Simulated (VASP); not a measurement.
# Se (Pm-3m) in VASP: a series of runs

Se is run at these levels: r2SCAN; tasks: single point.

Program: VASP 6.6.1. These are calculated values, not measurements. Logs are shortened: lines on timing, memory, paths and dates and some standing lists are left out, and cuts for length are marked.

### Step 1. The cell of the first run

Symmetry: Pm-3m, No. 221, cubic system. The conventional cell has a = 2.811 Å, b = 2.811 Å, c = 2.811 Å, α = 90.00°, β = 90.00°, γ = 90.00°. Se (site symmetry m-3m) has 6 Se at 2.81 Å within 3.7 Å.

### Step 2. Single point, r2SCAN

File POSCAR:

```
Se
1.0
    2.8105600000      0.0000000000      0.0000000000
    0.0000000000      2.8105600000      0.0000000000
    0.0000000000      0.0000000000      2.8105600000
Se
1
Direct
    0.0000000000      0.0000000000      0.0000000000
```

File INCAR.step1:

```
SYSTEM = Se
ALGO = Normal
EDIFF = 1E-4
ENCUT = 520
GGA = PE
ISMEAR = -1
LASPH = .True.
LCHARG = .False.
LREAL = .False.
LWAVE = .True.
NBANDS = 9
NELM = 100
PREC = Accurate
SIGMA = 0.1
```

File INCAR.step2:

```
SYSTEM = Se
ALGO = Normal
EDIFF = 1E-6
ENCUT = 520
ISIF = 2
ISMEAR = -1
ISTART = 1
LASPH = .True.
LCHARG = .False.
LMIXTAU = .True.
LREAL = .False.
LWAVE = .False.
METAGGA = R2SCAN
NBANDS = 9
NELM = 100
PREC = Accurate
SIGMA = 0.1
```

File KPOINTS:

```
k-points
0
Gamma
  8 8 8
  0 0 0
```

Potentials or basis: VASP PAW PBE potentials, release 64 (Se).

On the command line:

```
$ cat potpaw_PBE.64/Se/POTCAR > POTCAR
$ cp INCAR.step1 INCAR
$ mpirun -np 1 vasp_std > vasp.out
$ cp INCAR.step2 INCAR
$ mpirun -np 1 vasp_std > vasp.out
```

OUTCAR:

```text
SYSTEM = Se
   EDIFF = 1E-6
   ENCUT = 520
   ISIF = 2
   ISMEAR = -1
   ISTART = 1
   LASPH = .True.
   LREAL = .False.
   METAGGA = R2SCAN
   NELM = 100
   PREC = Accurate

 ion  position               nearest neighbor table
   1  0.000  0.000  0.000-

  LATTYP: Found a simple cubic cell.
 ALAT       =     2.8105600000

  Lattice vectors:

 A1 = (   2.8105600000,   0.0000000000,   0.0000000000)
 A2 = (   0.0000000000,   2.8105600000,   0.0000000000)
 A3 = (   0.0000000000,   0.0000000000,   2.8105600000)

Analysis of symmetry for initial positions (statically):
=====================================================================
 Subroutine PRICEL returns:
 Original cell was already a primitive cell.

 Routine SETGRP: Setting up the symmetry group for a
 simple cubic supercell.

 Subroutine GETGRP returns: Found 48 space group operations
 (whereof 48 operations were pure point group operations)
 out of a pool of 48 trial point group operations.

The static configuration has the point symmetry O_h .

Analysis of symmetry for dynamics (positions and initial velocities):
=====================================================================
 Subroutine PRICEL returns:
 Original cell was already a primitive cell.

 Routine SETGRP: Setting up the symmetry group for a
 simple cubic supercell.

 Subroutine GETGRP returns: Found 48 space group operations
 (whereof 48 operations were pure point group operations)
 out of a pool of 48 trial point group operations.

The dynamic configuration has the point symmetry O_h .

 Subroutine INISYM returns: Found 48 space group operations
 (whereof 48 operations are pure point group operations),
 and found     1 'primitive' translations

----------------------------------------------------------------------------------------

                                     Primitive cell

  volume of cell :      22.2013

  direct lattice vectors                    reciprocal lattice vectors
     2.810560000  0.000000000  0.000000000     0.355800979  0.000000000  0.000000000
     0.000000000  2.810560000  0.000000000     0.000000000  0.355800979  0.000000000
     0.000000000  0.000000000  2.810560000     0.000000000  0.000000000  0.355800979

  length of vectors
     2.810560000  2.810560000  2.810560000     0.355800979  0.355800979  0.355800979

  position of ions in fractional coordinates (direct lattice)
     0.000000000  0.000000000  0.000000000

  ion indices of the primitive-cell ions
   primitive index   ion index
                 1           1

[... 70 lines left out ...]
   NELM   =    100;   NELMIN=  2; NELMDL=  0     # of ELM steps
   EDIFF  = 0.1E-05   stopping-criterion for ELM
   LREAL  =      F    real-space projection
   EDIFFG = 0.1E-04   stopping-criterion for IOM
   NSW    =      0    number of steps for IOM
   IBRION =     -1    ionic relax: 0-MD 1-quasi-New 2-CG
   NFREE  =      0    steps in history (QN), initial steepest desc. (CG)
   ISIF   =      2    stress and relaxation
   ISYM   =      2    0-nonsym 1-usesym 2-fastsym
   POTIM  = 0.5000    time-step for ionic-motion
   TEBEG  =    0.0;   TEEND  =   0.0 temperature during run
   PSTRESS=    0.0 pullay stress
   NELECT =       6.0000    total number of electrons
   NUPDOWN=      -1.0000    fix difference up-down
   EMIN   =  10.00;   EMAX   =-10.00  energy-range for DOS
   EFERMI =   0.00;   METHOD = LEGACY
   ISMEAR =    -1;   SIGMA  =   0.10  broadening in eV -4-tet -1-fermi 0-gaus
   EFERMI_NEDOS =   21; number of points for ismear=-14 and -15
   IALGO  =     38    algorithm
   IMIX   =      4    mixing-type and parameters
     AMIX     =   0.40;   BMIX     =  1.00
     AMIX_MAG =   1.60;   BMIX_MAG =  1.00
  volume/ion in A,a.u.               =      22.20       149.82
  Fermi-wavevector in a.u.,A,eV,Ry     =   1.058439  2.000159 15.242505  1.120293
  Thomas-Fermi vector in A             =   2.193748
   LORBIT       =      0    0 simple, 1 ext, 2 COOP (PROOUT), +10 PAW based schemes
   METAGGA = R2SCAN    functional components
   LHFCALC =     F    Hartree Fock is set to
   AEXX    =    0.0000 exact exchange contribution
   IVDW    =     0    specifies the selected vdW correction
   LEPSILON=     F    determine dielectric tensor
   LRPA    =     F    only Hartree local field effects (RPA)
 non-spin polarized calculation
  energy-cutoff  :      520.00
  volume of cell :       22.20
 maximum number of plane-waves:       624
 NGX is ok and might be reduce to    24
   NGX = 11   NGY = 11   NGZ = 11

 number of electron       5.9999999 magnetization

 Free energy of the ion-electron system (eV)
  ---------------------------------------------------
  ext. energy  EPLUGINS =         0.00000000
  ---------------------------------------------------
  free energy    TOTEN  =       -14.06445733 eV

  energy without entropy =      -14.04897972  energy(sigma->0) =      -14.05671853

 E-fermi :   4.8112     XC(G=0): -10.5193

 val. band max:        4.6699917488   @ k =   0.1250   0.1250   0.1250
 cond. band min:       4.8721162760   @ k =   0.2500   0.1250   0.0000
 fundamental gap:      0.2021245272
 Fermi energy:         4.8112405237

 k-point     1 :       0.0000    0.0000    0.0000
  band No.  band energies     occupation
      1     -12.1986      2.00000
      2       6.1999      0.00000
      3       6.1999      0.00000
      4       6.1999      0.00000
      5      12.8949      0.00000
      6      12.8949      0.00000
      7      13.5168      0.00000
      8      28.0965      0.00000
      9      28.0965      0.00000
[... 265 lines left out ...]
 k-point    24 :       0.5000    0.3750    0.1250
  band No.  band energies     occupation
      1      -7.9405      2.00000
      2      -0.8765      2.00000
      3       0.5565      2.00000
      4       7.2158      0.00000
      5       9.1950      0.00000
      6      17.2003      0.00000
      7      18.4894      0.00000
      8      20.7588      0.00000
      9      24.5629      0.00000

 [... further k-points ...]
[... 5 lines left out ...]
  --------------------------------------------------------------------------------------
  -------------------------------------------------------------------------------------
  Total        0.1096323      0.1096323      0.1096323      0.0000000      0.0000000      0.0000000
  in kB        7.9117111      7.9117111      7.9117111      0.0000000      0.0000000      0.0000000
  external PRESSURE =       7.9117111 kB  Pullay stress =       0.0000000 kB

 VOLUME and BASIS-vectors are now :
 -----------------------------------------------------------------------------
  energy-cutoff  :      520.00
  volume of cell :       22.20
      direct lattice vectors                 reciprocal lattice vectors
     2.810560000  0.000000000  0.000000000     0.355800979  0.000000000  0.000000000
     0.000000000  2.810560000  0.000000000     0.000000000  0.355800979  0.000000000
     0.000000000  0.000000000  2.810560000     0.000000000  0.000000000  0.355800979

 POSITION                                       TOTAL-FORCE (eV/Angst)
 -----------------------------------------------------------------------------------
      0.00000      0.00000      0.00000         0.000000      0.000000      0.000000
 -----------------------------------------------------------------------------------
    total drift:                               -0.000000      0.000000      0.000000

  FREE ENERGIE OF THE ION-ELECTRON SYSTEM (eV)
  ---------------------------------------------------
  free  energy   TOTEN  =       -14.0644573267 eV

  energy  without entropy=      -14.0489797234  energy(sigma->0) =      -14.05671853
```

It took 13 s on 1 thread of Intel Xeon Platinum 8488C (Sapphire Rapids), shared host; peak memory 0.14 GiB.

Results:

| Property | Result |
| --- | --- |
| Free energy | -14.0645 eV |
| Pressure | 0.8 GPa |
| Band gap on the k mesh | zero (band 3 reaches 7.73 eV, above the bottom of band 4 at 1.08 eV) |

Caveat: the PAW data sets were made with another functional, which shifts forces and pressure a little.

### Step 3. Single point, r2SCAN

This run uses another cell than the first one, of 22.76 Å³/atom, 1.025 times its volume.

File POSCAR:

```
Se
1.0
    2.8337888220      0.0000000000      0.0000000000
    0.0000000000      2.8337888220      0.0000000000
    0.0000000000      0.0000000000      2.8337888220
Se
1
Direct
    0.0000000000      0.0000000000      0.0000000000
```

File INCAR.step1:

```
PREC = Accurate ; ENCUT = 520
ISMEAR = -1 ; SIGMA = 0.1
LREAL = False ; LASPH = True
NELM = 100 ; NBANDS = 9
GGA = PE ; ALGO = Normal
EDIFF = 1E-4 ; LWAVE = True
LCHARG = False
```

File INCAR.step2:

```
PREC = Accurate ; ENCUT = 520
EDIFF = 1E-6 ; ISMEAR = -1
SIGMA = 0.1 ; LREAL = False
LASPH = True ; NELM = 100
ALGO = Normal ; ISIF = 2
LWAVE = False ; LCHARG = True
METAGGA = R2SCAN ; LMIXTAU = True
LELF = True ; LVHAR = True
NBANDS = 9 ; ISTART = 1
```

File KPOINTS:

```
regular mesh
0
Gamma
  8 8 8
```

Potentials or basis: VASP PAW PBE potentials, release 64 (Se).

On the command line:

```
$ cat potpaw_PBE.64/Se/POTCAR > POTCAR
$ cp INCAR.step1 INCAR
$ mpirun -np 1 vasp_std > vasp.out
$ cp INCAR.step2 INCAR
$ mpirun -np 1 vasp_std > vasp.out
```

It took 14 s on 1 thread of Intel Xeon Platinum 8488C (Sapphire Rapids), shared host; peak memory 0.14 GiB.

The run converged. Its results:

| Item | Value |
| --- | --- |
| Free energy | -14.0639 eV |
| Pressure | -1.1 GPa |
| Band gap on the k mesh | zero (band 3 reaches 7.32 eV, above the bottom of band 4 at 0.88 eV) |

Levels at points of the mesh, in eV from the Fermi level:
```tsv
k point	band 1	band 2	band 3	band 4	band 5	band 6
(0.00, 0.00, 0.00)	-16.78	1.35	1.35	1.35	8.13	8.13
(0.50, 0.00, 0.00)	-14.64	-7.27	2.81	2.81	10.28	12.33
(0.50, 0.50, 0.00)	-12.48	-5.34	-5.34	3.29	4.15	13.98
(0.50, 0.50, 0.50)	-10.23	-3.63	-3.63	-3.63	6.28	6.28
```

Caveat: the PAW data sets were made with another functional, which shifts forces and pressure a little.

### Step 4. Single point, r2SCAN

This run uses another cell than the first one, of 23.31 Å³/atom, 1.050 times its volume.

File POSCAR:

```
Se
1.0
    2.8566429446      0.0000000000      0.0000000000
    0.0000000000      2.8566429446      0.0000000000
    0.0000000000      0.0000000000      2.8566429446
Se
1
Direct
    0.0000000000      0.0000000000      0.0000000000
```

File INCAR.step1:

```
SYSTEM = Se
PREC = Accurate
ENCUT = 520
ISMEAR = -1
SIGMA = 0.1
LREAL = .False.
LASPH = .True.
NELM = 80
NBANDS = 9
GGA = PE
ALGO = Normal
EDIFF = 1E-4
LWAVE = .True.
LCHARG = .False.
```

File INCAR.step2:

```
SYSTEM = Se
PREC = Accurate
ENCUT = 520
EDIFF = 1E-7
ISMEAR = -1
SIGMA = 0.1
LREAL = .False.
LASPH = .True.
NELM = 80
ALGO = Normal
ISIF = 2
LWAVE = .False.
LCHARG = .False.
METAGGA = R2SCAN
LMIXTAU = .True.
NBANDS = 9
ISTART = 1
```

File KPOINTS:

```
regular mesh
0
Gamma
  8 8 8
  0 0 0
```

On the command line:

```
$ cat potpaw_PBE.64/Se/POTCAR > POTCAR
$ cp INCAR.step1 INCAR
$ mpirun -np 1 vasp_std > vasp.out
$ cp INCAR.step2 INCAR
$ mpirun -np 1 vasp_std > vasp.out
```

Wall time 15 s (1 thread of Intel Xeon Platinum 8488C (Sapphire Rapids), shared host); peak memory 0.14 GiB.

Results (log left out):

* Free energy: -14.0571 eV
* Pressure: -2.8 GPa
* Band gap on the k mesh: zero (band 3 reaches 6.93 eV, above the bottom of band 4 at 0.69 eV)

Levels at points of the mesh, in eV from the Fermi level:
```
           k point  band 1  band 2  band 3  band 4  band 5  band 6  band 7
(0.00, 0.00, 0.00)  -16.57    1.30    1.30    1.30    8.18    8.18    8.41
(0.50, 0.00, 0.00)  -14.51   -7.05    2.71    2.71   10.28   12.14   13.06
(0.50, 0.50, 0.00)  -12.45   -5.19   -5.19    3.43    3.99   13.82   16.25
(0.50, 0.50, 0.50)  -10.31   -3.53   -3.53   -3.53    6.37    6.37    6.37
```

Caveat: the PAW data sets were made with another functional, which shifts forces and pressure a little.

### Step 5. Single point, r2SCAN

This run uses another cell than the first one, of 23.87 Å³/atom, 1.075 times its volume.

File POSCAR:

```
Se
1.0
    2.8791371223      0.0000000000      0.0000000000
    0.0000000000      2.8791371223      0.0000000000
    0.0000000000      0.0000000000      2.8791371223
Se
1
Direct
    0.0000000000      0.0000000000      0.0000000000
```

File INCAR.step1:

```
SYSTEM = Se
  ALGO = Normal
  EDIFF = 1E-4
  ENCUT = 520
  GGA = PE
  ISMEAR = -1
  LASPH = .True.
  LCHARG = .False.
  LREAL = .False.
  LWAVE = .True.
  NBANDS = 9
  NELM = 100
  PREC = Accurate
  SIGMA = 0.1
```

File INCAR.step2:

```
SYSTEM = Se
  ALGO = Normal
  EDIFF = 1E-7
  ENCUT = 520
  ISIF = 2
  ISMEAR = -1
  ISTART = 1
  LASPH = .True.
  LCHARG = .False.
  LMIXTAU = .True.
  LREAL = .False.
  LWAVE = .False.
  METAGGA = R2SCAN
  NBANDS = 9
  NELM = 100
  PREC = Accurate
  SIGMA = 0.1
```

File KPOINTS:

```
k-points
0
Gamma
  8 8 8
  0 0 0
```

On the command line:

```
$ cat potpaw_PBE.64/Se/POTCAR > POTCAR
$ cp INCAR.step1 INCAR
$ mpirun -np 1 vasp_std > vasp.out
$ cp INCAR.step2 INCAR
$ mpirun -np 1 vasp_std > vasp.out
```

Run time: 14 s. Hardware: 1 thread of Intel Xeon Platinum 8488C (Sapphire Rapids), shared host; peak memory 0.14 GiB.

The run converged. Its results:

| Item | Value |
| --- | --- |
| Free energy | -14.0451 eV |
| Pressure | -4.2 GPa |
| Band gap on the k mesh | zero (band 3 reaches 6.56 eV, above the bottom of band 4 at 0.51 eV) |

Levels at points of the mesh, in eV from the Fermi level:
```
           k point  band 1  band 2  band 3  band 4  band 5  band 6  band 7  band 8
(0.00, 0.00, 0.00)  -16.37    1.26    1.26    1.26    8.22    8.22    8.27   22.54
(0.50, 0.00, 0.00)  -14.39   -6.85    2.61    2.61   10.28   11.96   12.95   14.00
(0.50, 0.50, 0.00)  -12.42   -5.04   -5.04    3.57    3.84   13.66   16.15   16.15
(0.50, 0.50, 0.50)  -10.39   -3.44   -3.44   -3.44    6.45    6.45    6.45   10.57
```

Caveat: the PAW data sets were made with another functional, which shifts forces and pressure a little.

(Continued in part 2 of 2.)
